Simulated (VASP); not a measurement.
PdPt2, 3 atoms in the cell. Symmetry: P6/mmm, No. 191, hexagonal system. The conventional cell has a = 4.497 Å, b = 4.497 Å, c = 2.728 Å, α = 90.00°, β = 90.00°, γ = 120.00°. Pd (site symmetry 6/mmm) has 2 Pd at 2.73 Å and 12 Pt at 2.93 Å within 3.6 Å. Pt (site symmetry -6m2) has 5 Pt at 2.60 to 2.73 Å and 6 Pd at 2.93 Å within 3.4 Å. The cell was built from a structure type or drawn by symmetry, and may not be a known phase.

* Program: VASP 6.6.1
* Task: relaxation of cell and atoms
* Functional: PBE
* Potentials or basis: VASP PAW PBE potentials, release 64 (Pd, Pt)
* Cutoff: 600 eV
* k mesh: 12 × 12 × 16
* Occupations: gaussian, width 0.1 eV
* Spin: no spin polarisation
* Dipole correction: no
* Further INCAR settings: ALGO = Fast; EDIFF = 1e-06; IBRION = 2; EDIFFG = -0.01; NSW = 100; ISIF = 3

Potentials or basis: VASP PAW PBE potentials, release 64 (Pd, Pt).

Run with:

```bash
$ cat potpaw_PBE.64/Pd/POTCAR potpaw_PBE.64/Pt/POTCAR > POTCAR
$ mpirun -np 1 vasp_std > vasp.out
```

Hardware: 1 thread of Intel(R) Xeon(R) 6975P-C (Granite Rapids), on a shared host.

Question: How long does it take, and how much memory?

Answer: It took 3 min on 1 thread of Intel(R) Xeon(R) 6975P-C (Granite Rapids), with other jobs on the host, peak memory 0.34 GiB. Counts: scf iterations 44, k points 171, ion steps 5.
